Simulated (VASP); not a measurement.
# SnSe (P1) in VASP: further runs, part 2 of 2

VASP 6.6.1. Earlier steps stand in the parts before.

## (5) Single point, LDA

INCAR

```
  PREC = Accurate
  ENCUT = 500
  EDIFF = 1E-6
  ISMEAR = 0
  SIGMA = 0.01
  LREAL = F
  LASPH = T
  NELM = 120
  ALGO = Normal
  ISIF = 2
  LWAVE = F
  LCHARG = F
  GGA = CA
  NBANDS = 17
  GGA_COMPAT = F
```

KPOINTS

```
regular mesh
0
Gamma
  4 4 4
```

POSCAR

```
SnSe
1.0
    0.0000000000      3.0100000000      3.0100000000
    3.0100000000      0.0000000000      3.0100000000
    3.0100000000      3.0100000000      0.0000000000
Sn Se
1 1
Direct
   -0.0108903584      0.0058766224     -0.0020815726
    0.5071399650      0.4873553249      0.5051618024
```

Potentials or basis: VASP PAW LDA potentials, release 64 (Sn_d, Se).

Launch:

```sh
$ cat potpaw_LDA.64/Sn_d/POTCAR potpaw_LDA.64/Se/POTCAR > POTCAR
$ mpirun -np 1 vasp_std > vasp.out
```

OUTCAR:

```text
PREC = Accurate
   ENCUT = 500
   EDIFF = 1E-6
   ISMEAR = 0
   LREAL = F
   LASPH = T
   NELM = 120
   ISIF = 2
   GGA = CA

 ion  position               nearest neighbor table
   1  0.989  0.006  0.998-   2 2.93   2 2.98   2 3.01   2 3.01   2 3.04   2 3.09
   2  0.507  0.487  0.505-   1 2.93   1 2.98   1 3.01   1 3.01   1 3.04   1 3.09

  LATTYP: Found a face centered cubic cell.
 ALAT       =     6.0200000000

  Lattice vectors:

 A1 = (   0.0000000000,   3.0100000000,   3.0100000000)
 A2 = (   3.0100000000,   0.0000000000,   3.0100000000)
 A3 = (   3.0100000000,   3.0100000000,   0.0000000000)

Analysis of symmetry for initial positions (statically):
=====================================================================
 Subroutine PRICEL returns:
 Original cell was already a primitive cell.

 Routine SETGRP: Setting up the symmetry group for a
 face centered cubic supercell.

 Subroutine GETGRP returns: Found  1 space group operations
 (whereof  1 operations were pure point group operations)
 out of a pool of 48 trial point group operations.

The static configuration has the point symmetry C_1 .

Analysis of symmetry for dynamics (positions and initial velocities):
=====================================================================
 Subroutine PRICEL returns:
 Original cell was already a primitive cell.

 Routine SETGRP: Setting up the symmetry group for a
 face centered cubic supercell.

 Subroutine GETGRP returns: Found  1 space group operations
 (whereof  1 operations were pure point group operations)
 out of a pool of 48 trial point group operations.

The dynamic configuration has the point symmetry C_1 .

 Subroutine INISYM returns: Found  1 space group operations
 (whereof  1 operations are pure point group operations),
 and found     1 'primitive' translations

[... 109 lines left out ...]
   ISMEAR =     0;   SIGMA  =   0.01  broadening in eV -4-tet -1-fermi 0-gaus
   EFERMI_NEDOS =   21; number of points for ismear=-14 and -15
   IALGO  =     38    algorithm
   IMIX   =      4    mixing-type and parameters
     AMIX     =   0.40;   BMIX     =  1.00
     AMIX_MAG =   1.60;   BMIX_MAG =  1.00
  volume/ion in A,a.u.               =      27.27       184.03
  Fermi-wavevector in a.u.,A,eV,Ry     =   1.171768  2.214321 18.681350  1.373040
  Thomas-Fermi vector in A             =   2.308207
   LORBIT       =      0    0 simple, 1 ext, 2 COOP (PROOUT), +10 PAW based schemes
   GGA     = CA    functional components
   LHFCALC =     F    Hartree Fock is set to
   AEXX    =    0.0000 exact exchange contribution
   IVDW    =     0    specifies the selected vdW correction
   LEPSILON=     F    determine dielectric tensor
   LRPA    =     F    only Hartree local field effects (RPA)
 non-spin polarized calculation
 Gauss-broadening in eV      SIGMA  =   0.01
  energy-cutoff  :      500.00
  volume of cell :       54.54
 maximum number of plane-waves:      1411
 NGX is ok and might be reduce to    32
   NGX = 15   NGY = 15   NGZ = 15

 number of electron      20.0000000 magnetization

 Free energy of the ion-electron system (eV)
  ---------------------------------------------------
  ext. energy  EPLUGINS =         0.00000000
  ---------------------------------------------------
  free energy    TOTEN  =        -9.52973275 eV

  energy without entropy =       -9.52973275  energy(sigma->0) =       -9.52973275

 E-fermi :   5.3743     XC(G=0):  -9.8969

 val. band max:        5.3141033194   @ k =   0.5000   0.5000   0.5000
 cond. band min:       5.9111625518   @ k =   0.5000   0.5000   0.5000
 fundamental gap:      0.5970592324
 Fermi energy:         5.3743220002

 k-point     1 :       0.0000    0.0000    0.0000
  band No.  band energies     occupation
      1     -16.1084      2.00000
      2     -16.1082      2.00000
      3     -16.1045      2.00000
      4     -16.1041      2.00000
      5     -16.1041      2.00000
      6      -8.5104      2.00000
[... 457 lines left out ...]
      4     -16.0922      2.00000
      5     -16.0895      2.00000
      6      -7.4578      2.00000
[... 9 lines left out ...]
     16      16.0870      0.00000
     17      16.7889      0.00000

 [... further k-points ...]

------------------------ aborting loop because EDIFF is reached ----------------------------------------

  FORCE on cell =-STRESS in cart. coord.  units (eV):
  Direction    XX          YY          ZZ          XY          YZ          ZX
  --------------------------------------------------------------------------------------
  -------------------------------------------------------------------------------------
  Total       -1.5272957     -1.4776862     -1.5392150     -0.0081297     -0.0002285      0.0003122
  in kB      -44.8646452    -43.4073545    -45.2147758     -0.2388106     -0.0067126      0.0091697
  external PRESSURE =     -44.4955918 kB  Pullay stress =       0.0000000 kB

 VOLUME and BASIS-vectors are now :
 -----------------------------------------------------------------------------
  energy-cutoff  :      500.00
  volume of cell :       54.54
      direct lattice vectors                 reciprocal lattice vectors
     0.000000000  3.010000000  3.010000000    -0.166112957  0.166112957  0.166112957
     3.010000000  0.000000000  3.010000000     0.166112957 -0.166112957  0.166112957
     3.010000000  3.010000000  0.000000000     0.166112957  0.166112957 -0.166112957

 POSITION                                       TOTAL-FORCE (eV/Angst)
 -----------------------------------------------------------------------------------
      3.02142      5.98095      2.99491         0.017541     -0.042795      0.000807
      2.98748      3.04703      2.99343        -0.017541      0.042795     -0.000807
 -----------------------------------------------------------------------------------
    total drift:                               -0.000130     -0.000120      0.000100

  FREE ENERGIE OF THE ION-ELECTRON SYSTEM (eV)
  ---------------------------------------------------
  free  energy   TOTEN  =        -9.5297327487 eV

  energy  without entropy=       -9.5297327487  energy(sigma->0) =       -9.52973275
```

OSZICAR:

```text
N       E                     dE             d eps       ncg     rms          rms(c)
DAV:   1     0.129110591897E+03    0.12911E+03   -0.95065E+03  1258   0.140E+03
DAV:   2     0.292480403393E+01   -0.12619E+03   -0.12221E+03  1329   0.338E+02
DAV:   3    -0.935973257364E+01   -0.12285E+02   -0.12211E+02  1450   0.933E+01
DAV:   4    -0.968712331758E+01   -0.32739E+00   -0.32720E+00  1598   0.162E+01
DAV:   5    -0.969611418698E+01   -0.89909E-02   -0.89903E-02  1704   0.262E+00    0.338E+00
DAV:   6    -0.953738921291E+01    0.15872E+00   -0.40820E-01  1854   0.389E+00    0.208E+00
DAV:   7    -0.953136083915E+01    0.60284E-02   -0.56318E-02  1515   0.113E+00    0.932E-01
DAV:   8    -0.952985379382E+01    0.15070E-02   -0.56809E-03  1533   0.598E-01    0.680E-02
DAV:   9    -0.952973043503E+01    0.12336E-03   -0.89057E-04  1775   0.204E-01    0.390E-02
DAV:  10    -0.952973230547E+01   -0.18704E-05   -0.74758E-05  1570   0.558E-02    0.651E-03
DAV:  11    -0.952973274874E+01   -0.44326E-06   -0.39977E-06  1566   0.131E-02
   1 F= -.95297327E+01 E0= -.95297327E+01  d E =-.213601E-19
```

stdout:

```text
POSCAR found type information on POSCAR SnSe
 POSCAR found :  2 types and       2 ions
 scaLAPACK will be used
 LDA part: xc-table for (Slater(with rela. corr.)+CA(PZ))
 , standard interpolation
 POSCAR, INCAR and KPOINTS ok, starting setup
 FFT: planning ... GRIDC
 FFT: planning ... GRID_SOFT
 FFT: planning ... GRID
 WAVECAR not read
 entering main loop
```

It took 8.2 s on 1 thread of Intel Xeon 6975P-C (Granite Rapids), shared host; peak memory 0.17 GiB.

What came out:

| Quantity | Value |
| --- | --- |
| Free energy | -9.5297 eV |
| Pressure | -4.4 GPa |
| Largest force | 0.046 eV/Å |
| Band gap on the k mesh | 0.60 eV |

Forces on the atoms (eV/Å):
```
Sn   0.018 -0.043  0.001
Se  -0.018  0.043 -0.001
```

Stress tensor (GPa, compression positive):
```
-4.49 -0.02  0.00
-0.02 -4.34  0.00
 0.00  0.00 -4.52
```

Levels at points of the mesh, in eV from the valence-band top:
```
           k point  band 8  band 9  band 10  band 11  band 12  band 13
(0.00, 0.00, 0.00)   -2.12   -2.10    -2.10     4.26     4.26     4.32
(0.50, 0.00, 0.00)   -1.88   -1.86    -0.03     0.63     1.29     1.32
(0.00, 0.50, 0.00)   -1.88   -1.86    -0.04     0.63     1.29     1.32
(0.00, 0.00, 0.50)   -1.88   -1.86     0.00     0.60     1.30     1.33
(0.50, 0.50, 0.50)   -1.88   -1.86     0.00     0.60     1.30     1.33
(0.50, 0.50, 0.00)   -5.39   -3.56    -3.54     3.03     5.35     5.39
(0.00, 0.50, 0.50)   -5.37   -3.55    -3.55     3.04     5.35     5.38
(0.50, 0.00, 0.50)   -5.29   -3.55    -3.55     3.08     5.34     5.34
```

Caveat: the k points lie up to 0.45 Å⁻¹ apart; spin-orbit coupling is left out, which moves the levels of the heavy elements. A k mesh can miss the band edges.

## (6) Single point, LDA

INCAR

```
SYSTEM = SnSe
ALGO = Normal
EDIFF = 1E-6
ENCUT = 500
GGA = CA
GGA_COMPAT = .False.
ISIF = 2
ISMEAR = 0
LASPH = .True.
LCHARG = .True.
LELF = .True.
LREAL = .False.
LVHAR = .True.
LWAVE = .False.
NBANDS = 17
NELM = 120
PREC = Accurate
SIGMA = 0.01
```

KPOINTS

```
k-points
0
Gamma
  4 4 4
  0 0 0
```

POSCAR

```
SnSe
1.0
    0.0000000000      3.0100000000      3.0100000000
    3.0100000000      0.0000000000      3.0100000000
    3.0100000000      3.0100000000      0.0000000000
Sn Se
1 1
Direct
   -0.0113144308      0.0063115845     -0.0022649727
    0.5075639128      0.4869204874      0.5053451371
```

Potentials or basis: VASP PAW LDA potentials, release 64 (Sn_d, Se).

Launch:

```sh
$ cat potpaw_LDA.64/Sn_d/POTCAR potpaw_LDA.64/Se/POTCAR > POTCAR
$ mpirun -np 1 vasp_std > vasp.out
```

Wall time 8.7 s (1 thread of Intel Xeon 6975P-C (Granite Rapids), shared host); peak memory 0.17 GiB.

Results (log left out):

```
Free energy            : -9.5299 eV
Pressure               : -4.4 GPa
Largest force          : 0.047 eV/Å
Band gap on the k mesh : 0.60 eV
```

Forces on the atoms (eV/Å):
```
Sn   0.018 -0.044  0.001
Se  -0.018  0.044 -0.001
```

Stress tensor (GPa, compression positive):
```
-4.48 -0.03  0.00
-0.03 -4.32  0.00
 0.00  0.00 -4.51
```

Levels at points of the mesh, in eV from the valence-band top:
| k point | band 6 | band 7 | band 8 | band 9 | band 10 | band 11 | band 12 | band 13 | band 14 | band 15 |
| --- | --- | --- | --- | --- | --- | --- | --- | --- | --- | --- |
| (0.00, 0.00, 0.00) | -13.83 | -5.10 | -2.13 | -2.10 | -2.10 | 4.25 | 4.26 | 4.32 | 5.96 | 6.02 |
| (0.50, 0.00, 0.00) | -12.90 | -8.01 | -1.88 | -1.86 | -0.04 | 0.63 | 1.29 | 1.32 | 8.22 | 10.17 |
| (0.00, 0.50, 0.00) | -12.90 | -8.01 | -1.88 | -1.86 | -0.04 | 0.63 | 1.29 | 1.32 | 8.22 | 10.17 |
| (0.00, 0.00, 0.50) | -12.90 | -8.02 | -1.88 | -1.86 | 0.00 | 0.60 | 1.30 | 1.33 | 8.23 | 10.14 |
| (0.50, 0.50, 0.50) | -12.90 | -8.02 | -1.88 | -1.86 | 0.00 | 0.60 | 1.30 | 1.33 | 8.23 | 10.14 |
| (0.50, 0.50, 0.00) | -12.63 | -6.02 | -5.39 | -3.56 | -3.54 | 3.03 | 5.35 | 5.39 | 5.94 | 10.59 |
| (0.00, 0.50, 0.50) | -12.63 | -6.04 | -5.37 | -3.55 | -3.55 | 3.04 | 5.35 | 5.38 | 5.94 | 10.59 |
| (0.50, 0.00, 0.50) | -12.62 | -6.12 | -5.29 | -3.55 | -3.55 | 3.08 | 5.34 | 5.34 | 5.95 | 10.59 |

Caveat: the k points lie up to 0.45 Å⁻¹ apart; spin-orbit coupling is left out, which moves the levels of the heavy elements.
